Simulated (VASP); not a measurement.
The system is MnS.

```xyz
2
Lattice="0.0000 2.6045 2.6045 2.6045 0.0000 2.6045 2.6045 2.6045 0.0000" Properties=species:S:1:pos:R:3 pbc="T T T"
Mn    0.0000    0.0000    0.0000
S     2.6045    2.6045    2.6045
```

Base run:

- Program: VASP 6.6.1
- Functional: PBE-based screened hybrid with 25 % exact exchange
- Potentials or basis: VASP PAW PBE potentials, release 64 (Mn_pv, S)
- Cutoff: 400 eV
- k mesh: 5 × 5 × 5
- Occupations: fermi-dirac, width 0.05 eV
- Spin: collinear spin, ferromagnetic start
- Starting moments: [4.0, 0.0] μB

Its results: band gap on the k mesh 1.18 eV (least direct gap 3.39 eV); pressure 1.3 GPa; net moment 5.00 μB per cell; site moments Mn +4.56; S +0.11 μB.

Q: The run is repeated on the same cell with these changes: functional from PBE-based screened hybrid with 25 % exact exchange to PBE-based screened hybrid with 50 % exact exchange; share of exact exchange from 0.25 to 0.5. What comes out?

A: Band gap on the k mesh 2.95 eV (least direct gap 5.46 eV); pressure 1.7 GPa; net moment 5.00 μB per cell; site moments Mn +4.64; S +0.09 μB.

Caveats: the PAW data sets were made with another functional, which shifts forces and pressure a little; an odd mesh through Γ misses points on the zone boundary, where band edges can lie; a cell with one magnetic atom can't hold antiferromagnetic order, which such compounds often take.
